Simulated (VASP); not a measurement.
# Mo (Cmmm) in VASP: notebook, part 2 of 2

VASP 6.6.1. Earlier steps stand in the parts before.

**3. Single point, PBEsol (strain -0.0750 x Voigt [1, -1, 0, 0, 0, 0])**

INCAR reads:

```
PREC = Accurate ; ENCUT = 520
EDIFF = 1E-6 ; ISMEAR = 0
SIGMA = 0.15 ; LREAL = False
LASPH = True ; NELM = 80
ALGO = Fast ; ISIF = 2
LWAVE = False ; LCHARG = False
GGA = PS ; NBANDS = 13
```

KPOINTS reads:

```
regular mesh
0
Gamma
  18 18 18
```

POSCAR reads:

```
Mo
1.0
    2.5303471174      0.0000000000      0.0000000000
   -1.2651735587      2.5466981085      0.0000000000
    0.0000000000      0.0000000000      2.5551807000
Mo
1
Direct
    0.0000000000      0.0000000000      0.5000000000
```

Potentials or basis: VASP PAW PBE potentials, release 64 (Mo_sv).

On the command line:

```
> cat potpaw_PBE.64/Mo_sv/POTCAR > POTCAR
> mpirun -np 1 vasp_std > vasp.out
```

OUTCAR:

```text
PREC = Accurate
   ENCUT = 520
   EDIFF = 1E-6
   ISMEAR = 0
   LREAL = False
   LASPH = True
   NELM = 80
   ISIF = 2
   GGA = PS

 ion  position               nearest neighbor table
   1  0.000  0.000  0.500-

  LATTYP: Found a base centered orthorhombic cell.
 ALAT       =     2.5303471174
 B/A-ratio  =     2.0129239115
 C/A-ratio  =     1.0098142988

  Lattice vectors:

 A1 = (   1.2651735587,  -2.5466981085,   0.0000000000)
 A2 = (   1.2651735587,   2.5466981085,   0.0000000000)
 A3 = (   0.0000000000,   0.0000000000,   2.5551807000)

[... 556 lines left out ...]
      7       9.8870      2.00000
      8      12.4360      0.00000
      9      13.5863      0.00000
     10      15.0901      0.00000
     11      26.3392      0.00000
     12      27.6926      0.00000
     13      29.8715      0.00000

 [... further k-points ...]
[... 5 lines left out ...]
  --------------------------------------------------------------------------------------
  -------------------------------------------------------------------------------------
  Total        1.1077815     -0.2738950     -0.7208330      0.0000000      0.0000000      0.0000000
  in kB      107.7917449    -26.6511248    -70.1400432      0.0000000      0.0000000      0.0000000
  external PRESSURE =       3.6668590 kB  Pullay stress =       0.0000000 kB

 VOLUME and BASIS-vectors are now :
 -----------------------------------------------------------------------------
  energy-cutoff  :      520.00
  volume of cell :       16.47
      direct lattice vectors                 reciprocal lattice vectors
     2.530347117  0.000000000  0.000000000     0.395202695  0.196332655  0.000000000
    -1.265173559  2.546698108  0.000000000     0.000000000  0.392665309  0.000000000
     0.000000000  0.000000000  2.555180700     0.000000000  0.000000000  0.391361754

 POSITION                                       TOTAL-FORCE (eV/Angst)
 -----------------------------------------------------------------------------------
      0.00000      0.00000      1.27759         0.000000      0.000000      0.000000
 -----------------------------------------------------------------------------------
    total drift:                               -0.000000     -0.000000     -0.000000

  FREE ENERGIE OF THE ION-ELECTRON SYSTEM (eV)
  ---------------------------------------------------
  free  energy   TOTEN  =       -10.8596022574 eV

  energy  without entropy=      -10.8503113358  energy(sigma->0) =      -10.85495680
```

OSZICAR:

```text
N       E                     dE             d eps       ncg     rms          rms(c)
DAV:   1     0.110644652609E+03    0.11064E+03   -0.91565E+03 23891   0.112E+03
DAV:   2    -0.994050845023E+01   -0.12059E+03   -0.11652E+03 26705   0.330E+02
DAV:   3    -0.113844549137E+02   -0.14439E+01   -0.14399E+01 27580   0.369E+01
DAV:   4    -0.113887268498E+02   -0.42719E-02   -0.42718E-02 26635   0.226E+00
DAV:   5    -0.113887610962E+02   -0.34246E-04   -0.34246E-04 27960   0.172E-01    0.148E+01
RMM:   6    -0.109257142955E+02    0.46305E+00   -0.54149E-01 23710   0.681E+00    0.490E+00
RMM:   7    -0.108630740306E+02    0.62640E-01   -0.15621E-01 24212   0.360E+00    0.745E-01
RMM:   8    -0.108597286933E+02    0.33453E-02   -0.98392E-03 26562   0.109E+00    0.155E-01
RMM:   9    -0.108596008757E+02    0.12782E-03   -0.10598E-03 27116   0.363E-01    0.460E-02
RMM:  10    -0.108596014150E+02   -0.53929E-06   -0.15425E-04 27427   0.145E-01    0.165E-02
RMM:  11    -0.108596025805E+02   -0.11655E-05   -0.20486E-05 27111   0.481E-02    0.632E-03
RMM:  12    -0.108596022574E+02    0.32315E-06   -0.47821E-06 20575   0.224E-02
   1 F= -.10859602E+02 E0= -.10854957E+02  d E =-.929092E-02
```

Run time: 88 s. Hardware: 1 thread of Intel Xeon Platinum 8488C (Sapphire Rapids), shared host; peak memory 0.28 GiB.

What came out:

```
Free energy            : -10.8596 eV
Pressure               : 0.4 GPa
Band gap on the k mesh : zero (bands 7 and 8 overlap by 2.21 eV)
```

Stress tensor (GPa, compression positive):
```
10.78  0.00  0.00
 0.00 -2.67  0.00
 0.00  0.00 -7.01
```

Caveat: the cell differs from its parent crystal (strain -0.0750 x Voigt [1, -1, 0, 0, 0, 0]); the PAW data sets were made with another functional, which shifts forces and pressure a little.

**4. Single point, PBEsol (strain +0.0875 x Voigt [1, -1, 0, 0, 0, 0])**

INCAR reads:

```
SYSTEM = Mo
ALGO = Fast
EDIFF = 1E-7
ENCUT = 520
GGA = PS
ISIF = 2
ISMEAR = 0
LASPH = .True.
LCHARG = .False.
LREAL = .False.
LWAVE = .False.
NBANDS = 13
NELM = 80
PREC = Accurate
SIGMA = 0.15
```

KPOINTS reads:

```
k-points
0
Gamma
  18 18 18
  0 0 0
```

POSCAR reads:

```
Mo
1.0
    2.9748675570      0.0000000000      0.0000000000
   -1.4874337785      2.1617321154      0.0000000000
    0.0000000000      0.0000000000      2.5551807000
Mo
1
Direct
    0.0000000000      0.0000000000      0.5000000000
```

On the command line:

```
> cat potpaw_PBE.64/Mo_sv/POTCAR > POTCAR
> mpirun -np 1 vasp_std > vasp.out
```

It took 73 s on 1 thread of Intel Xeon Platinum 8488C (Sapphire Rapids), shared host; peak memory 0.28 GiB.

Results (log left out):

```
Free energy            : -10.8901 eV
Pressure               : 0.2 GPa
Band gap on the k mesh : zero (bands 7 and 8 overlap by 1.88 eV)
```

Stress tensor (GPa, compression positive):
```
 0.61  0.00  0.00
 0.00  4.93  0.00
 0.00  0.00 -4.93
```

Levels at points of the mesh, in eV from the Fermi level:
```tsv
k point	band 3	band 4	band 5	band 6	band 7	band 8	band 9	band 10	band 11	band 12
(0.00, 0.00, 0.00)	-34.31	-34.24	-6.95	-4.51	-2.86	1.00	3.82	4.26	13.14	15.59
(0.50, 0.00, 0.00)	-34.45	-34.16	-4.88	-3.45	0.42	0.71	3.32	3.82	9.88	14.38
(0.00, 0.50, 0.00)	-35.15	-34.07	-5.46	-2.80	0.70	2.32	2.54	5.13	10.75	11.78
(0.00, 0.00, 0.50)	-34.33	-34.08	-3.90	-1.97	-0.11	0.36	1.06	1.67	9.91	16.44
(0.50, 0.00, 0.50)	-35.64	-34.29	-5.66	-3.48	0.23	3.62	6.06	6.28	6.47	16.00
(0.00, 0.50, 0.50)	-35.64	-34.95	-5.38	-3.83	-1.89	5.44	6.37	6.87	8.90	14.73
```

Caveat: the cell differs from its parent crystal (strain +0.0875 x Voigt [1, -1, 0, 0, 0, 0]); the PAW data sets were made with another functional, which shifts forces and pressure a little.

**5. Single point, PBEsol (strain -0.0500 x Voigt [1, -1, 0, 0, 0, 0])**

INCAR reads:

```
PREC = Accurate
ENCUT = 520
EDIFF = 1E-6
ISMEAR = 0
SIGMA = 0.15
LREAL = False
LASPH = True
NELM = 60
ALGO = Fast
ISIF = 2
LWAVE = False
LCHARG = False
GGA = PS
NBANDS = 13
```

KPOINTS reads:

```
regular mesh
0
Gamma
  18 18 18
```

POSCAR reads:

```
Mo
1.0
    2.5987348773      0.0000000000      0.0000000000
   -1.2993674387      2.4874725711      0.0000000000
    0.0000000000      0.0000000000      2.5551807000
Mo
1
Direct
    0.0000000000      0.0000000000      0.5000000000
```

On the command line:

```
> cat potpaw_PBE.64/Mo_sv/POTCAR > POTCAR
> mpirun -np 1 vasp_std > vasp.out
```

Run time: 88 s. Hardware: 1 thread of Intel Xeon Platinum 8488C (Sapphire Rapids), shared host; peak memory 0.28 GiB.

It converged, with:

- Free energy: -10.8773 eV
- Pressure: -1.7 GPa
- Band gap on the k mesh: zero (bands 7 and 8 overlap by 1.86 eV)

Stress tensor (GPa, compression positive):
```
 1.58  0.00  0.00
 0.00  0.98  0.00
 0.00  0.00 -7.57
```

Levels at points of the mesh, in eV from the Fermi level:
| k point | band 3 | band 4 | band 5 | band 6 | band 7 | band 8 | band 9 | band 10 | band 11 | band 12 |
| --- | --- | --- | --- | --- | --- | --- | --- | --- | --- | --- |
| (0.00, 0.00, 0.00) | -34.23 | -34.16 | -6.88 | -4.40 | -2.03 | 0.15 | 3.84 | 4.34 | 12.93 | 15.67 |
| (0.50, 0.00, 0.00) | -34.74 | -34.04 | -5.05 | -3.00 | 0.78 | 1.38 | 3.21 | 4.27 | 10.84 | 12.58 |
| (0.00, 0.50, 0.00) | -34.36 | -34.11 | -4.95 | -3.47 | 0.32 | 1.00 | 3.89 | 4.18 | 9.16 | 15.14 |
| (0.00, 0.00, 0.50) | -34.29 | -34.00 | -3.81 | -1.17 | -0.03 | 0.37 | 0.90 | 1.17 | 10.01 | 16.13 |
| (0.50, 0.00, 0.50) | -35.60 | -34.56 | -5.45 | -3.50 | -0.83 | 4.51 | 6.44 | 6.56 | 7.65 | 15.75 |
| (0.00, 0.50, 0.50) | -35.37 | -34.20 | -5.43 | -3.55 | 0.29 | 4.53 | 5.74 | 5.97 | 6.32 | 16.14 |

Caveat: the cell differs from its parent crystal (strain -0.0500 x Voigt [1, -1, 0, 0, 0, 0]); the PAW data sets were made with another functional, which shifts forces and pressure a little.

**6. Single point, PBEsol (strain +0.0500 x Voigt [1, -1, 0, 0, 0, 0])**

INCAR reads:

```
PREC = Accurate ; ENCUT = 520
EDIFF = 1E-6 ; ISMEAR = 0
SIGMA = 0.15 ; LREAL = F
LASPH = T ; NELM = 80
ALGO = Fast ; ISIF = 2
LWAVE = F ; LCHARG = T
GGA = PS ; LELF = T
LVHAR = T ; NBANDS = 13
```

KPOINTS reads:

```
Automatic mesh
0
Gamma
  18 18 18
```

POSCAR reads:

```
Mo
1.0
    2.8722859171      0.0000000000      0.0000000000
   -1.4361429585      2.2505704215      0.0000000000
    0.0000000000      0.0000000000      2.5551807000
Mo
1
Direct
    0.0000000000      0.0000000000      0.5000000000
```

Potentials or basis: VASP PAW PBE potentials, release 64 (Mo_sv).

On the command line:

```
> cat potpaw_PBE.64/Mo_sv/POTCAR > POTCAR
> mpirun -np 1 vasp_std > vasp.out
```

It took 81 s on 1 thread of Intel Xeon Platinum 8488C (Sapphire Rapids), shared host; peak memory 0.28 GiB.

Results (log left out):

```yaml
Free_energy: -10.8866 eV
Pressure: -2.0 GPa
Band_gap_on_the_k_mesh: zero (bands 7 and 8 overlap by 1.79 eV)
```

Stress tensor (GPa, compression positive):
```
 3.19  0.00  0.00
 0.00 -1.61  0.00
 0.00  0.00 -7.61
```

Levels at points of the mesh, in eV from the Fermi level:
| k point | band 5 | band 6 | band 7 | band 8 | band 9 | band 10 |
| --- | --- | --- | --- | --- | --- | --- |
| (0.00, 0.00, 0.00) | -6.90 | -4.41 | -2.06 | 0.14 | 3.90 | 4.22 |
| (0.50, 0.00, 0.00) | -4.94 | -3.31 | 0.65 | 0.86 | 3.64 | 3.93 |
| (0.00, 0.50, 0.00) | -5.21 | -2.92 | 0.81 | 1.72 | 2.92 | 4.74 |
| (0.00, 0.00, 0.50) | -3.84 | -1.20 | -0.05 | 0.49 | 0.88 | 0.99 |
| (0.50, 0.00, 0.50) | -5.49 | -3.48 | -0.10 | 4.22 | 6.12 | 6.17 |
| (0.00, 0.50, 0.50) | -5.37 | -3.61 | -1.29 | 5.07 | 6.23 | 6.67 |

Caveat: the cell differs from its parent crystal (strain +0.0500 x Voigt [1, -1, 0, 0, 0, 0]); the PAW data sets were made with another functional, which shifts forces and pressure a little.

**7. The runs side by side**

| cell | further INCAR settings | gap on the mesh (eV) | pressure (GPa) |
| --- | --- | --- | --- |
| a = 3.009, b = 2.610, c = 2.555 Å, angles 90.0, 90.0, 125.2°, 1 atom | ALGO = Fast; EDIFF = 1e-06; NBANDS = 13 | none | 1.3 |
| a = 2.530, b = 2.844, c = 2.555 Å, angles 90.0, 90.0, 116.4°, 1 atom | ALGO = Fast; EDIFF = 1e-06; NBANDS = 13 | none | 0.4 |
| a = 2.975, b = 2.624, c = 2.555 Å, angles 90.0, 90.0, 124.5°, 1 atom | ALGO = Fast; EDIFF = 1e-07; NBANDS = 13 | none | 0.2 |
| a = 2.599, b = 2.806, c = 2.555 Å, angles 90.0, 90.0, 117.6°, 1 atom | ALGO = Fast; EDIFF = 1e-06; NBANDS = 13 | none | -1.7 |
| a = 2.872, b = 2.670, c = 2.555 Å, angles 90.0, 90.0, 122.5°, 1 atom | ALGO = Fast; EDIFF = 1e-06; NBANDS = 13 | none | -2.0 |

Alike in all rows: task single point; level PBEsol; potentials or basis VASP PAW PBE potentials, release 64 (Mo_sv); no spin polarisation; k mesh 18 × 18 × 18; cutoff (eV) 520; smearing gaussian 0.15 eV.

Caveats: the PAW data sets were made with another functional, which shifts forces and pressure a little.

Total energies depend on the potentials used, so only differences within one code and one set of settings carry meaning.
